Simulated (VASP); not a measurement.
Here is a VASP 6.6.1 calculation.

INCAR

```
SYSTEM = As
PREC     = Accurate       ! precision mode
ENCUT    = 520            ! plane-wave cutoff, eV
EDIFF    = 1E-7           ! SCF threshold, eV
ISMEAR   = -1             ! smearing method
SIGMA    = 0.02           ! smearing width, eV
LREAL    = .False.        ! projectors in reciprocal space
LASPH    = .True.         ! aspherical terms in the spheres
NELM     = 80             ! most SCF steps
ALGO     = Normal         ! electronic algorithm
ISIF     = 2              ! what is computed and relaxed
LWAVE    = .False.        ! write WAVECAR
LCHARG   = .True.         ! write CHGCAR
LDIPOL   = .True.       
IDIPOL   = 3            
DIPOL    = 0.5 0.5 0.347
GGA      = PS             ! functional
LELF     = .True.         ! ELF
LVHAR    = .True.       
LVACPOTAV= .True.       
NBANDS   = 12             ! bands
```

KPOINTS

```
regular mesh
0
Gamma
  12 12 1
  0 0 0
```

POSCAR

```
As
1.0
    3.5436770834      0.0000000000      0.0000000000
   -1.7718385417      3.0689143771      0.0000000000
    0.0000000000      0.0000000000     26.4156438000
As
2
Direct
    0.3333333333      0.6666666667      0.3202313469
    0.6666666667      0.3333333333      0.3728360657
```

Potentials or basis: VASP PAW PBE potentials, release 64 (As).

The run is started by

```sh
$ cat potpaw_PBE.64/As/POTCAR > POTCAR
$ mpirun -np 1 vasp_std > vasp.out
```

Problem. Predict the band gap on the k mesh.

Solution. 1.48 eV, indirect (least direct gap 2.08 eV).

Problem. Predict the ionisation potential of the upper face.

Solution. 5.33 eV.

Forces on the atoms (eV/Å):
```
As   0.000  0.000 -0.115
As   0.000  0.000  0.115
```

Caveat: the PAW data sets were made with another functional, which shifts forces and pressure a little.
